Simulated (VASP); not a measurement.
Runs of VASP 6.6.1 on Ge. The structure is that of space group Fd-3m (No. 227), or close to it. The cells are those of the table. 

```tsv
cell	k mesh	cutoff (eV)	gap on the mesh (eV)	pressure (GPa)
a = 4.020 Å, angles 60.0°, 2 atoms	5 × 5 × 5	520	none	-0.1
a = 4.175 Å, angles 60.0°, 2 atoms	9 × 9 × 9	520	none	(b)
a = 4.020 Å, angles 60.0°, 2 atoms	9 × 9 × 9	520	none	(a)
a = 4.020 Å, angles 60.0°, 2 atoms	5 × 5 × 5	500	none	-0.2
a = 4.073 Å, angles 60.0°, 2 atoms	9 × 9 × 9	520	none	-2.8
```

Alike in all rows: task single point; level PBEsol; potentials or basis VASP PAW PBE potentials, release 64 (Ge_d); no spin polarisation; smearing fermi-dirac 0.05 eV.

Q: Fill in the values left out.

A: (a) -0.4; (b) -6.0.

Caveats: some runs use coarse meshes; the PAW data sets were made with another functional, which shifts forces and pressure a little.

A k mesh can miss the band edges, and the runs leave out spin-orbit coupling on Ge.

A gap of «none» marks levels without a gap at the run's occupations.
